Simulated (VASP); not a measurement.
# W3C in VASP: further runs

Runs on W3C. Level: PBE. Tasks: single point.

Everything below comes from runs of VASP 6.6.1. Logs are shortened: lines on timing, memory, paths and dates and some standing lists are left out, and cuts for length are marked.

### 1 The cell of the first run

The cell holds a slab with vacuum, 4 atoms: a = 2.855 Å, b = 2.855 Å, c = 21.697 Å, α = 90.00°, β = 90.00°, γ = 120.00°.

### 2 Single point, PBE

The input, INCAR:

```
SYSTEM = W3C
PREC = Accurate
ENCUT = 520
EDIFF = 1E-6
ISMEAR = 0
SIGMA = 0.1
LREAL = .False.
LASPH = .True.
NELM = 60
ALGO = Normal
ISIF = 2
LWAVE = .False.
LCHARG = .True.
LDIPOL = .True.
IDIPOL = 3
DIPOL = 0.5 0.5 0.359
GGA = PE
LELF = .True.
LVHAR = .True.
LVACPOTAV = .True.
NBANDS = 31
```

The input, KPOINTS:

```
regular mesh
0
Gamma
  9 9 1
  0 0 0
```

The input, POSCAR:

```
W3C
1.0
    2.8545944806      0.0000000000      0.0000000000
   -1.4272972403      2.4721513377      0.0000000000
    0.0000000000      0.0000000000     21.6971108210
W C
3 1
Direct
    0.6666666667      0.3333333333      0.1843563428
    0.3333333333      0.6666666667      0.2926027619
    0.0000000000      0.0000000000      0.4008418859
    0.6666666667     -0.6666666667      0.5589274499
```

Potentials or basis: VASP PAW PBE potentials, release 64 (W_sv, C).

Launch:

```
$ cat potpaw_PBE.64/W_sv/POTCAR potpaw_PBE.64/C/POTCAR > POTCAR
$ mpirun -np 1 vasp_std > vasp.out
```

OUTCAR:

```text
SYSTEM = W3C
   PREC = Accurate
   ENCUT = 520
   EDIFF = 1E-6
   ISMEAR = 0
   LREAL = .False.
   LASPH = .True.
   NELM = 60
   ISIF = 2
   GGA = PE

 ion  position               nearest neighbor table
   1  0.667  0.333  0.184-   2 2.87   2 2.87   2 2.87
   2  0.333  0.667  0.293-   3 2.87   3 2.87   3 2.87   1 2.87   1 2.87   1 2.87
   3  0.000  0.000  0.401-   2 2.87   2 2.87   2 2.87
   4  0.667  0.333  0.559-

  LATTYP: Found a hexagonal cell.
 ALAT       =     2.8545944806
 C/A-ratio  =     7.6007681541

  Lattice vectors:

 A1 = (   2.8545944806,   0.0000000000,   0.0000000000)
 A2 = (  -1.4272972403,   2.4721513377,   0.0000000000)
 A3 = (   0.0000000000,   0.0000000000,  21.6971108210)

Analysis of symmetry for initial positions (statically):
=====================================================================
 Subroutine PRICEL returns:
 Original cell was already a primitive cell.

 Routine SETGRP: Setting up the symmetry group for a
 hexagonal supercell.

 Subroutine GETGRP returns: Found  6 space group operations
 (whereof  6 operations were pure point group operations)
 out of a pool of 24 trial point group operations.

The static configuration has the point symmetry C_3v.

Analysis of symmetry for dynamics (positions and initial velocities):
=====================================================================
 Subroutine PRICEL returns:
 Original cell was already a primitive cell.

 Routine SETGRP: Setting up the symmetry group for a
 hexagonal supercell.

 Subroutine GETGRP returns: Found  6 space group operations
 (whereof  6 operations were pure point group operations)
 out of a pool of 24 trial point group operations.

The dynamic configuration has the point symmetry C_3v.

 Subroutine INISYM returns: Found  6 space group operations
 (whereof  6 operations are pure point group operations),
 and found     1 'primitive' translations

----------------------------------------------------------------------------------------

                                     Primitive cell

  volume of cell :     153.1163

  direct lattice vectors                    reciprocal lattice vectors
     2.854594481  0.000000000  0.000000000     0.350312455  0.202252990  0.000000000
    -1.427297240  2.472151338  0.000000000     0.000000000  0.404505980  0.000000000
     0.000000000  0.000000000 21.697110821     0.000000000  0.000000000  0.046089086

  length of vectors
[... 78 lines left out ...]
   NFREE  =      0    steps in history (QN), initial steepest desc. (CG)
   ISIF   =      2    stress and relaxation
   ISYM   =      2    0-nonsym 1-usesym 2-fastsym
   POTIM  = 0.5000    time-step for ionic-motion
   TEBEG  =    0.0;   TEEND  =   0.0 temperature during run
   PSTRESS=    0.0 pullay stress
   NELECT =      46.0000    total number of electrons
   NUPDOWN=      -1.0000    fix difference up-down
   EMIN   =  10.00;   EMAX   =-10.00  energy-range for DOS
   EFERMI =   0.00;   METHOD = LEGACY
   ISMEAR =     0;   SIGMA  =   0.10  broadening in eV -4-tet -1-fermi 0-gaus
   EFERMI_NEDOS =   21; number of points for ismear=-14 and -15
   IALGO  =     38    algorithm
   IMIX   =      4    mixing-type and parameters
     AMIX     =   0.40;   BMIX     =  1.00
     AMIX_MAG =   1.60;   BMIX_MAG =  1.00
  volume/ion in A,a.u.               =      38.28       258.32
  Fermi-wavevector in a.u.,A,eV,Ry     =   1.096445  2.071981 16.356820  1.202192
  Thomas-Fermi vector in A             =   2.232787
   LORBIT       =      0    0 simple, 1 ext, 2 COOP (PROOUT), +10 PAW based schemes
   GGA     = PE    functional components
   LHFCALC =     F    Hartree Fock is set to
   AEXX    =    0.0000 exact exchange contribution
   IVDW    =     0    specifies the selected vdW correction
   LEPSILON=     F    determine dielectric tensor
   LRPA    =     F    only Hartree local field effects (RPA)
 non-spin polarized calculation
 Gauss-broadening in eV      SIGMA  =   0.10
  energy-cutoff  :      520.00
  volume of cell :      153.12
 maximum number of plane-waves:      4147
 NGX is ok and might be reduce to    24
   NGX = 11   NGY = 11   NGZ = 81

 dipolmoment           0.000000      0.000000     -0.012846 electrons x Angstroem

 number of electron      45.9999997 magnetization

 dipolmoment           0.000000      0.000000      0.026647 electrons x Angstroem

 Free energy of the ion-electron system (eV)
  ---------------------------------------------------
  ext. energy  EPLUGINS =         0.00000000
  ---------------------------------------------------
  free energy    TOTEN  =       -37.91758533 eV

  energy without entropy =      -37.87757753  energy(sigma->0) =      -37.89758143

 E-fermi :   0.3789     XC(G=0):  -6.3684

 val. band max:        0.3691573564   @ k =   0.1111   0.1111   0.0000
 cond. band min:       0.4375187998   @ k =   0.2222   0.1111   0.0000
 fundamental gap:      0.0683614434
 Fermi energy:         0.3788632204

 k-point     1 :       0.0000    0.0000    0.0000
  band No.  band energies     occupation
      1     -73.4918      2.00000
      2     -73.3683      2.00000
      3     -73.3065      2.00000
      4     -38.0718      2.00000
      5     -37.7345      2.00000
      6     -37.2806      2.00000
[... 397 lines left out ...]
     30       3.5098      0.00000
     31       4.4857      0.00000

------------------------ aborting loop because EDIFF is reached ----------------------------------------

  FORCE on cell =-STRESS in cart. coord.  units (eV):
  Direction    XX          YY          ZZ          XY          YZ          ZX
  --------------------------------------------------------------------------------------
  -------------------------------------------------------------------------------------
  Total       -9.6164309     -9.6164309     -2.8663597      0.0000000      0.0000000     -0.0000000
  in kB     -100.6243559   -100.6243559    -29.9929988      0.0000000      0.0000000     -0.0000000
  external PRESSURE =     -77.0805702 kB  Pullay stress =       0.0000000 kB

 VOLUME and BASIS-vectors are now :
 -----------------------------------------------------------------------------
  energy-cutoff  :      520.00
  volume of cell :      153.12
      direct lattice vectors                 reciprocal lattice vectors
     2.854594481  0.000000000  0.000000000     0.350312455  0.202252990  0.000000000
    -1.427297240  2.472151338  0.000000000     0.000000000  0.404505980  0.000000000
     0.000000000  0.000000000 21.697110821     0.000000000  0.000000000  0.046089086

 POSITION                                       TOTAL-FORCE (eV/Angst)
 -----------------------------------------------------------------------------------
      1.42730      0.82405      4.00000        -0.000000      0.000000     -0.016593
     -0.00000      1.64810      6.34863         0.000000     -0.000000      0.057926
      0.00000      0.00000      8.69711        -0.000000      0.000000      0.757016
      1.42730      0.82405     12.12711         0.000000      0.000000     -0.798348
 -----------------------------------------------------------------------------------
    total drift:                               -0.000000      0.000000     -0.000454

  FREE ENERGIE OF THE ION-ELECTRON SYSTEM (eV)
  ---------------------------------------------------
  free  energy   TOTEN  =       -37.9175853307 eV

  energy  without entropy=      -37.8775775252  energy(sigma->0) =      -37.89758143

 vacuum level on the upper side and lower side of the slab         6.205         5.523
```

stdout:

```text
POSCAR found type information on POSCAR W C
 POSCAR found :  2 types and       4 ions
 scaLAPACK will be used
 LDA part: xc-table for (Slater+PW92), standard interpolation
 POSCAR, INCAR and KPOINTS ok, starting setup
 FFT: planning ... GRIDC
 FFT: planning ... GRID_SOFT
 FFT: planning ... GRID
 WAVECAR not read
 entering main loop
 -----------------------------------------------------------------------------
|                                                                             |
|           W    W    AA    RRRRR   N    N  II  N    N   GGGG   !!!           |
|           W    W   A  A   R    R  NN   N  II  NN   N  G    G  !!!           |
|           W    W  A    A  R    R  N N  N  II  N N  N  G       !!!           |
|           W WW W  AAAAAA  RRRRR   N  N N  II  N  N N  G  GGG   !            |
|           WW  WW  A    A  R   R   N   NN  II  N   NN  G    G                |
|           W    W  A    A  R    R  N    N  II  N    N   GGGG   !!!           |
|                                                                             |
|     Did not find any points to average over, which means that no vacuum     |
|     field-free region was found. Please increase the size of  your cell     |
|     in the dimension of the dipole correction to obtain accurate            |
|     workfunction values.                                                    |
|                                                                             |
 -----------------------------------------------------------------------------
```

Run time: 92 s. Hardware: 1 thread of Intel Xeon 6975P-C (Granite Rapids), shared host; peak memory 0.3 GiB.

Results:

- Free energy: -37.9176 eV
- Largest force: 0.798 eV/Å
- Band gap on the k mesh: zero (band 23 reaches 0.68 eV, above the bottom of band 24 at -0.29 eV)

Forces in eV/Å, atoms in the order of the input:
```
W    0.000  0.000 -0.017
W    0.000  0.000  0.058
W    0.000  0.000  0.757
C    0.000  0.000 -0.798
```

Levels at points of the mesh, in eV from the Fermi level:
```tsv
k point	band 21	band 22	band 23	band 24	band 25	band 26
(0.00, 0.00, 0.00)	-0.51	-0.17	-0.17	0.08	0.08	0.11
```

Caveat: spin-orbit coupling is left out, which moves the levels of the heavy elements.

### 3 Single point, PBE

The input, INCAR:

```
ALGO     = Normal         # electronic algorithm
DIPOL    = 0.5 0.5 0.339
EDIFF    = 1E-6           # SCF threshold, eV
ENCUT    = 520            # plane-wave cutoff, eV
GGA      = PE             # functional
IDIPOL   = 3            
ISIF     = 2              # what is computed and relaxed
ISMEAR   = 0              # smearing method
LASPH    = T              # aspherical terms in the spheres
LCHARG   = T              # write CHGCAR
LDIPOL   = T            
LELF     = T              # ELF
LREAL    = F              # projectors in reciprocal space
LVACPOTAV= T            
LVHAR    = T            
LWAVE    = F              # write WAVECAR
NBANDS   = 31             # bands
NELM     = 100            # most SCF steps
PREC     = Accurate       # precision mode
SIGMA    = 0.1            # smearing width, eV
```

The input, KPOINTS:

```
k-points
0
Gamma
  9 9 1
```

POSCAR: that of step 2 with these lines changed.

```diff
@@ -11,2 +11,2 @@
     0.0000000000      0.0000000000      0.4008418859
-    0.6666666667     -0.6666666667      0.5589274499
+    0.3333333333     -0.3333333333      0.4787324408
```

Potentials or basis: VASP PAW PBE potentials, release 64 (W_sv, C).

Launch:

```
$ cat potpaw_PBE.64/W_sv/POTCAR potpaw_PBE.64/C/POTCAR > POTCAR
$ mpirun -np 1 vasp_std > vasp.out
```

Wall time 92 s (1 thread of Intel Xeon 6975P-C (Granite Rapids), shared host); peak memory 0.3 GiB.

The run converged. Its results:

```yaml
Free_energy: -41.4584 eV
Largest_force: 3.401 eV/Å
Band_gap_on_the_k_mesh: zero (band 23 reaches 0.28 eV, above the bottom of band 24 at -0.71 eV)
```

Forces in eV/Å, atoms in the order of the input:
```
W    0.000  0.000 -0.061
W    0.000  0.000  0.184
W    0.000  0.000  3.278
C    0.000  0.000 -3.401
```

Levels at points of the mesh, in eV from the Fermi level:
| k point | band 21 | band 22 | band 23 | band 24 | band 25 | band 26 |
| --- | --- | --- | --- | --- | --- | --- |
| (0.00, 0.00, 0.00) | -0.38 | -0.38 | -0.14 | -0.05 | -0.05 | 0.25 |

Caveat: spin-orbit coupling is left out, which moves the levels of the heavy elements.

### 4 Single point, PBE

The input, INCAR:

```
SYSTEM = W3C
PREC     = Accurate       ! precision mode
ENCUT    = 520            ! plane-wave cutoff, eV
EDIFF    = 1E-6           ! SCF threshold, eV
ISMEAR   = 0              ! smearing method
SIGMA    = 0.1            ! smearing width, eV
LREAL    = .False.        ! projectors in reciprocal space
LASPH    = .True.         ! aspherical terms in the spheres
NELM     = 60             ! most SCF steps
ALGO     = Normal         ! electronic algorithm
ISIF     = 2              ! what is computed and relaxed
LWAVE    = .False.        ! write WAVECAR
LCHARG   = .False.        ! write CHGCAR
LDIPOL   = .True.       
IDIPOL   = 3            
DIPOL    = 0.5 0.5 0.349
GGA      = PE             ! functional
NBANDS   = 31             ! bands
```

The input, KPOINTS:

```
Automatic mesh
0
Gamma
  9 9 1
  0 0 0
```

POSCAR: that of step 3 with these lines changed.

```diff
@@ -11,2 +11,2 @@
     0.0000000000      0.0000000000      0.4008418859
-    0.3333333333     -0.3333333333      0.4787324408
+    0.3333333333     -0.3333333333      0.5174472728
```

Launch:

```
$ cat potpaw_PBE.64/W_sv/POTCAR potpaw_PBE.64/C/POTCAR > POTCAR
$ mpirun -np 1 vasp_std > vasp.out
```

Wall time 72 s (1 thread of Intel Xeon 6975P-C (Granite Rapids), shared host); peak memory 0.3 GiB.

The run converged. Its results:

```
Free energy            : -39.2880 eV
Largest force          : 2.436 eV/Å
Band gap on the k mesh : zero (band 23 reaches 0.33 eV, above the bottom of band 24 at -0.51 eV)
```

Forces on the atoms (eV/Å):
```
W    0.000  0.000 -0.100
W    0.000  0.000 -0.074
W    0.000  0.000  2.436
C    0.000  0.000 -2.262
```

Levels at points of the mesh, in eV from the Fermi level:
| k point | band 19 | band 20 | band 21 | band 22 | band 23 | band 24 | band 25 | band 26 | band 27 | band 28 |
| --- | --- | --- | --- | --- | --- | --- | --- | --- | --- | --- |
| (0.00, 0.00, 0.00) | -1.00 | -0.49 | -0.49 | -0.20 | -0.20 | 0.08 | 0.08 | 0.23 | 2.36 | 2.36 |

Caveat: spin-orbit coupling is left out, which moves the levels of the heavy elements.

### 5 Single point, PBE

The input, INCAR:

```
PREC = Accurate
ENCUT = 520
EDIFF = 1E-7
ISMEAR = 0
SIGMA = 0.1
LREAL = False
LASPH = True
NELM = 100
ALGO = Normal
ISIF = 2
LWAVE = False
LCHARG = False
LDIPOL = True
IDIPOL = 3
DIPOL = 0.5 0.5 0.359
GGA = PE
NBANDS = 31
```

The input, KPOINTS:

```
Automatic mesh
0
Gamma
  9 9 1
```

POSCAR: that of step 4 with these lines changed.

```diff
@@ -11,2 +11,2 @@
     0.0000000000      0.0000000000      0.4008418859
-    0.3333333333     -0.3333333333      0.5174472728
+    0.3333333333     -0.3333333333      0.5589274499
```

Launch:

```
$ cat potpaw_PBE.64/W_sv/POTCAR potpaw_PBE.64/C/POTCAR > POTCAR
$ mpirun -np 1 vasp_std > vasp.out
```

It took 1.8 min on 1 thread of Intel Xeon 6975P-C (Granite Rapids), shared host; peak memory 0.31 GiB.

It converged, with:

```yaml
Free_energy: -37.9338 eV
Largest_force: 0.835 eV/Å
Band_gap_on_the_k_mesh: zero (band 23 reaches 0.64 eV, above the bottom of band 24 at -0.29 eV)
```

Forces in eV/Å, atoms in the order of the input:
```
W    0.000  0.000 -0.028
W    0.000  0.000  0.108
W    0.000  0.000  0.755
C    0.000  0.000 -0.835
```

Levels at points of the mesh, in eV from the Fermi level:
```tsv
k point	band 20	band 21	band 22	band 23	band 24	band 25	band 26	band 27
(0.00, 0.00, 0.00)	-0.50	-0.50	-0.17	-0.17	0.08	0.08	0.12	1.55
```

Caveat: spin-orbit coupling is left out, which moves the levels of the heavy elements.

### 6 Single point, PBE

The input, INCAR:

```
ALGO = Normal
DIPOL = 0.5 0.5 0.334
EDIFF = 1E-6
ENCUT = 520
GGA = PE
IDIPOL = 3
ISIF = 2
ISMEAR = 0
LASPH = True
LCHARG = False
LDIPOL = True
LREAL = False
LWAVE = False
NBANDS = 31
NELM = 60
PREC = Accurate
SIGMA = 0.1
```

The input, KPOINTS:

```
k-points
0
Gamma
  9 9 1
```

POSCAR: that of step 5 with these lines changed.

```diff
@@ -11,2 +11,2 @@
     0.0000000000      0.0000000000      0.4008418859
-    0.3333333333     -0.3333333333      0.5589274499
+    0.6666666667     -0.6666666667      0.4593750248
```

Potentials or basis: VASP PAW PBE potentials, release 64 (W_sv, C).

Launch:

```
$ cat potpaw_PBE.64/W_sv/POTCAR potpaw_PBE.64/C/POTCAR > POTCAR
$ mpirun -np 1 vasp_std > vasp.out
```

Run time: 91 s. Hardware: 1 thread of Intel Xeon 6975P-C (Granite Rapids), shared host; peak memory 0.3 GiB.

It converged, with:

| Quantity | Value |
| --- | --- |
| Free energy | -43.3372 eV |
| Largest force | 3.108 eV/Å |
| Band gap on the k mesh | zero (band 23 reaches 0.59 eV, above the bottom of band 24 at -0.54 eV) |

Forces on the atoms (eV/Å):
```
W    0.000  0.000 -0.180
W    0.000  0.000 -0.123
W    0.000  0.000  3.108
C    0.000  0.000 -2.805
```

Levels at points of the mesh, in eV from the Fermi level:
| k point | band 20 | band 21 | band 22 | band 23 | band 24 | band 25 | band 26 | band 27 |
| --- | --- | --- | --- | --- | --- | --- | --- | --- |
| (0.00, 0.00, 0.00) | -1.15 | -0.45 | -0.45 | -0.01 | -0.01 | 0.21 | 1.78 | 1.78 |

Caveat: spin-orbit coupling is left out, which moves the levels of the heavy elements.
